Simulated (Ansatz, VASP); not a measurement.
# One calculation of O, two programs

The input INCAR:

```
  ALGO = Normal
  EDIFF = 1E-6
  EDIFFG = -0.03
  ENCUT = 520
  IBRION = 2
  ISIF = 2
  ISMEAR = -1
  ISPIN = 2
  LASPH = True
  LCHARG = False
  LORBIT = 11
  LREAL = False
  LWAVE = False
  MAGMOM = 1 1
  NELM = 150
  NSW = 80
  PREC = Accurate
  SIGMA = 0.02
```

Contents of KPOINTS:

```
k-points
0
Gamma
  1 1 1
```

The input POSCAR:

```
O
1.0
    9.0000000000      0.0000000000      0.0000000000
    0.0000000000      9.5000000000      0.0000000000
    0.0000000000      0.0000000000     10.0000000000
O
2
Direct
    0.5000000000      0.5000000000      0.4385000000
    0.5000000000      0.5000000000      0.5615000000
```

Input for Ansatz:

```yaml
crystal:
  lattice:
    bravais: orthorhombic
    a: 9.0
    b: 9.5
    c: 10.0
  space_group: 47
  setting:
    hermann_mauguin: Pmmm
  atoms:
    - { symbol: O, position: [0.5, 0.5, 0.4385] }
basis:
  ecutwfc: 517.016338673772
kpoints:
  mp_grid:
    grid: [1, 1, 1]
hamiltonian:
  xc: lda
magnetization:
  spin_polarized: true
  per_species:
    O: 1.0
scf:
  occupations:
    method: fermi_dirac
    width: 0.02
relax:
  f_tol: 0.03
output:
  stress: true
```

Alike in both runs: task relaxation of the atoms; functional LDA; k mesh 1 × 1 × 1; occupations fermi-dirac, width 0.02 eV; collinear spin.

|  | VASP | Ansatz |
| --- | --- | --- |
| version | VASP 6.6.1 | Ansatz 0.2.0 |
| potentials or method | VASP PAW LDA potentials, release 64 (O), cutoff 520 eV | plane waves, PAW |
| valence electrons in the cell | 12 | 12 |

```tsv
	VASP	Ansatz	Ansatz less VASP
net moment per atom (μB)	1.00	1.00	0.000
size of the moment on the site where the two differ most (μB)	0.81	0.55	-0.260
```

LDA's correlation is that of Perdew and Zunger in VASP and of Perdew and Wang (1992) in Ansatz. Site moments also hang on the region over which each program counts them. Ansatz's warnings: end state compared, stress scf threshold loose.

Noted on VASP's run: the standard files for N, O and F lose accuracy on very short bonds.
